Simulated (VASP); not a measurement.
A run of VASP 6.6.1:

File INCAR:

```
ALGO = Normal
EDIFF = 1E-7
ENCUT = 520
GGA = PS
ISIF = 2
ISMEAR = 0
LASPH = T
LCHARG = F
LREAL = F
LWAVE = F
NBANDS = 8
NELM = 60
PREC = Accurate
SIGMA = 0.01
```

The input KPOINTS:

```
k-points
0
Gamma
  10 10 10
```

The input POSCAR:

```
H
1.0
   -1.7769725432      1.7769725432      2.2412533530
    1.7769725432     -1.7769725432      2.2412533530
    1.7769725432      1.7769725432     -2.2412533530
H
2
Direct
    0.9153142280      0.9153142280      0.0000000000
    0.0846857720      0.0846857720      0.0000000000
```

Potentials or basis: VASP PAW PBE potentials, release 64 (H).

Run with:

```bash
$ cat potpaw_PBE.64/H/POTCAR > POTCAR
$ mpirun -np 1 vasp_std > vasp.out
```

Hardware: 1 thread of Intel(R) Xeon(R) 6975P-C (Granite Rapids), with other jobs on the host.

Problem. Estimate the wall time of this run.

Solution. It took 12 s on 1 thread of Intel(R) Xeon(R) 6975P-C (Granite Rapids) (shared host), peak memory 0.15 GiB. Counts: scf iterations 12, k points 102.
